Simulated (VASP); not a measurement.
# CdS (rocksalt type): single point with PBE

The system is CdS (rocksalt type).

```
Cd S
1.0
     0.00000    2.36765    2.36765
     2.36765    0.00000    2.36765
     2.36765    2.36765    0.00000
Cd S
1 1
Direct
  0.00000 0.00000 0.00000
  0.50000 0.50000 0.50000
```

```json
{
  "Program": "VASP 6.6.1",
  "Task": "single point",
  "Functional": "PBE",
  "Potentials or basis": "VASP PAW PBE potentials, release 64 (Cd, S)",
  "Cutoff": "520 eV",
  "k mesh": "13 × 13 × 13",
  "Occupations": "fermi-dirac, width 0.1 eV",
  "Spin": "no spin polarisation",
  "Dipole correction": "no",
  "Further INCAR settings": "ALGO = Normal; EDIFF = 1e-07; NBANDS = 16"
}
```

The pressure is 94.1 GPa. The band gap on the k mesh is zero (bands 9 and 10 overlap by 0.06 eV).

Levels at points of the mesh, in eV from the Fermi level:
| k point | band 7 | band 8 | band 9 | band 10 | band 11 | band 12 |
| --- | --- | --- | --- | --- | --- | --- |
| (0.00, 0.00, 0.00) | -2.35 | -2.35 | -2.35 | 3.28 | 8.80 | 8.80 |

Wall time 48 s on 1 thread of Intel Xeon 8259CL, with other jobs on the host, peak memory 0.18 GiB.

Caveat: the cell stands under pressure; semilocal functionals underestimate gaps, so a narrow gap can read as zero.
